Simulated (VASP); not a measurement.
Wanted: the native input for a VASP 6.6.1 run.

| Quantity | Value |
| --- | --- |
| Task | relaxation of cell and atoms |
| Functional | PBE |
| Potentials or basis | VASP PAW PBE potentials, release 64 (B, N, Cl) |
| Cutoff | 600 eV |
| k mesh | 12 × 12 × 6 |
| Occupations | gaussian, width 0.1 eV |
| Spin | collinear spin, ferromagnetic start |
| Starting moments | [0.0, 0.0, 0.0, 1.1, 1.1, 0.0] μB |
| Dipole correction | no |
| Further INCAR settings | ALGO = Normal; EDIFF = 1e-07; IBRION = 2; EDIFFG = -0.01; NSW = 100; ISIF = 3 |

The structure of B3N2Cl lies in POSCAR:

```
B3N2Cl
1.0
    4.2221922690      0.0000000000      0.0000000000
   -2.1110961345      3.6565257646      0.0000000000
    0.0000000000      0.0000000000      6.3921668420
B N Cl
3 2 1
Direct
    0.0000000000      0.0000000000      0.7634288747
    0.0000000000      0.0000000000      0.2365711253
    0.0000000000      0.0000000000      0.0000000000
    0.3333333333      0.6666666667      0.5000000000
    0.6666666667      0.3333333333      0.5000000000
    0.0000000000      0.0000000000      0.5000000000
```

The cell was built from a structure type or drawn by symmetry, and may not be a known phase.

The input as run:

INCAR

```
SYSTEM = B3N2Cl
PREC = Accurate ; ENCUT = 600
EDIFF = 1E-7 ; ISMEAR = 0
SIGMA = 0.1 ; LREAL = .FALSE.
LASPH = .TRUE. ; NELM = 200
ALGO = Normal ; ISIF = 3
LWAVE = .FALSE. ; LCHARG = .FALSE.
ISPIN = 2 ; MAGMOM = 0 0 0 1.1 1.1 0
LORBIT = 11 ; GGA = PE
IBRION = 2 ; NSW = 100
EDIFFG = -0.01 ; GGA_COMPAT = .FALSE.
NELMIN = 4 ; KPAR = 4
```

KPOINTS

```
regular mesh
0
G
  12 12 6
  0 0 0
```

Potentials or basis: VASP PAW PBE potentials, release 64 (B, N, Cl).

The run is started by

```console
$ cat potpaw_PBE.64/B/POTCAR potpaw_PBE.64/N/POTCAR potpaw_PBE.64/Cl/POTCAR > POTCAR
$ mpirun -np 4 vasp_std > vasp.out
```

It gave:

```json
{"Relaxed volume": "15.83 Å³/atom", "Relaxed cell": "a = 4.136 Å, b = 4.136 Å, c = 6.412 Å, α = 90.00°, β = 90.00°, γ = 120.00°", "Space group after relaxing (to 0.1 Å)": "P6/mmm (No. 191)", "Energy gained by relaxing": "0.6 meV/atom", "Ionic steps": "21", "Pressure after relaxing": "0.0 GPa", "Largest force after relaxing": "0.005 eV/Å", "Net moment": "2.42 μB per cell", "Site moments": "B +0.04, +0.21 (each value once); N +0.66; Cl +0.03 μB", "Valence electrons inside the program's atomic spheres": "B 1.84, 1.95 (each value once); N 3.32; Cl 5.05"}
```

Run time: 32 min on 4 MPI ranks on Intel(R) Xeon(R) Platinum 8259CL CPU @ 2.50GHz (Skylake/Cascade Lake), on a shared host, peak memory 0.48 GiB a rank.
